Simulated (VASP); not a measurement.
Wanted: the native input for a VASP 6.6.1 run.

- Task: electric field gradients
- Functional: LDA
- Potentials or basis: VASP PAW LDA potentials, release 64 (Sr_sv, Tl_d)
- Cutoff: 520 eV
- k mesh: 8 × 8 × 8
- Occupations: fermi-dirac, width 0.05 eV
- Spin: no spin polarisation
- Dipole correction: no
- Further INCAR settings: ALGO = Normal; EDIFF = 1e-08; NBANDS = 18

The structure of SrTl lies in POSCAR:

```
SrTl
1.0
    4.0320000000     -0.0403200000     -0.0403200000
   -0.0403200000      4.0320000000     -0.0403200000
   -0.0403200000     -0.0403200000      4.0320000000
Sr Tl
1 1
Direct
    0.0000000000      0.0000000000      0.0000000000
    0.5000000000      0.5000000000      0.5000000000
```

This cell differs from its parent crystal: equal xy, yz and zx shear strains of -2 %.

These files were run (other wordings do the same):

INCAR

```
PREC = Accurate ; ENCUT = 520
EDIFF = 1E-8 ; ISMEAR = -1
SIGMA = 0.05 ; LREAL = False
LASPH = True ; NELM = 80
ALGO = Normal ; ISIF = 2
LWAVE = False ; LCHARG = False
LEFG = True ; NBANDS = 18
```

KPOINTS

```
Automatic mesh
0
Gamma
  8 8 8
```

Potentials or basis: VASP PAW LDA potentials, release 64 (Sr_sv, Tl_d).

Run with:

```console
$ cat potpaw_LDA.64/Sr_sv/POTCAR potpaw_LDA.64/Tl_d/POTCAR > POTCAR
$ mpirun -np 1 vasp_std > vasp.out
```

It gave:

```json
{"Pressure": "-1.7 GPa", "Band gap on the k mesh": "zero (an odd number of electrons rules out a gap without spin polarisation)", "Largest electric field gradient by atom": "Sr -3.0; Tl -5.0 V/Å²"}
```

Caveat: the cell differs from its parent crystal (equal xy, yz and zx shear strains of -2 %); without QUAD_EFG the Cq values of the log hold for a quadrupole moment of 1 mb, not for the nuclei; spin-orbit coupling is left out, which moves the levels of the heavy elements.

It took 83 s on 1 thread of Intel Xeon 8259CL, with other jobs on the host, peak memory 0.21 GiB.
